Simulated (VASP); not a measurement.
Here is a VASP 6.6.1 calculation.

Contents of INCAR:

```
  ALGO = Normal
  EDIFF = 1E-6
  ENCUT = 520
  GGA = PE
  ISIF = 2
  ISMEAR = 0
  LASPH = T
  LCHARG = T
  LELF = T
  LREAL = F
  LVHAR = T
  LWAVE = F
  NBANDS = 7
  NELM = 60
  PREC = Accurate
  SIGMA = 0.1
```

File KPOINTS:

```
k-points
0
Gamma
  16 16 16
```

File POSCAR:

```
Mg
1.0
   -1.8432646238      1.8432646238      1.8432646238
    1.8432646238     -1.8432646238      1.8432646238
    1.8432646238      1.8432646238     -1.8432646238
Mg
1
Direct
    0.0000000000      0.0000000000      0.0000000000
```

Potentials or basis: VASP PAW PBE potentials, release 64 (Mg).

Run with:

```bash
$ cat potpaw_PBE.64/Mg/POTCAR > POTCAR
$ mpirun -np 1 vasp_std > vasp.out
```

Problem. What does it give for the band gap on the k mesh?

Solution. Zero (bands 1 and 2 overlap by 4.54 eV).

Problem. Estimate the pressure.

Solution. -2.7 GPa.

Caveat: the cell differs from its parent crystal (Cd replaced by Mg, lengths x 0.987, strained).
